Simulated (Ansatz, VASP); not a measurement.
One calculation of BeS, two programs

File INCAR:

```
SYSTEM = BeS
PREC = Accurate
ENCUT = 520
EDIFF = 1E-6
ISMEAR = -1
SIGMA = 0.03
LREAL = .FALSE.
LASPH = .TRUE.
NELM = 80
ALGO = Normal
ISIF = 2
LWAVE = .FALSE.
LCHARG = .FALSE.
GGA = PE
IBRION = 2
NSW = 50
EDIFFG = -0.01
```

The input KPOINTS:

```
regular mesh
0
G
  10 10 10
  0 0 0
```

File POSCAR:

```
BeS
1.0
    0.0000000000      2.4351516489      2.4351516489
    2.4351516489      0.0000000000      2.4351516489
    2.4351516489      2.4351516489      0.0000000000
Be S
1 1
Direct
    0.0000000000      0.0000000000      0.0000000000
    0.2500000000      0.2500000000      0.2500000000
```

Input for Ansatz:

```yaml
crystal:
  lattice:
    - [0.0, 2.4351516489, 2.4351516489]
    - [2.4351516489, 0.0, 2.4351516489]
    - [2.4351516489, 2.4351516489, 0.0]
  atoms:
    - { symbol: Be, position: [0.0, 0.0, 0.0] }
    - { symbol: S, position: [0.25, 0.25, 0.25] }
kpoints:
  mp_grid: { grid: [10, 10, 10] }
scf:
  occupations: { method: fermi_dirac, width: 0.03 }
hamiltonian:
  xc: pbe
  pseudopotentials: { kind: paw }
output:
  forces: true
  stress: true
  write_density: true
  write_potential: true
  elf: true
  volumetric_format: npy
relax:
  f_tol: 0.01
  max_steps: 30
```

Alike in both runs: task relaxation of the atoms; functional PBE; k mesh 10 × 10 × 10; occupations fermi-dirac, width 0.03 eV; no spin polarisation.

|  | VASP | Ansatz |
| --- | --- | --- |
| version | VASP 6.6.1 | Ansatz 0.2.0 |
| potentials or method | VASP PAW PBE potentials, release 64 (Be, S) | PAW with Ansatz's default frozen-core files, scalar-relativistic |
| plane-wave cutoff (eV) | 520 | 420 |
| valence electrons in the cell | 8 | 8 |

```csv
,VASP,Ansatz,Ansatz less VASP
"gap on the k mesh at the Fermi level, each at its own relaxed structure (eV)",3.14,3.14,-0.001
```

Ansatz's warnings: stress scf threshold loose.

Noted on VASP's run: the relaxation stopped at its first step, so nothing moved.
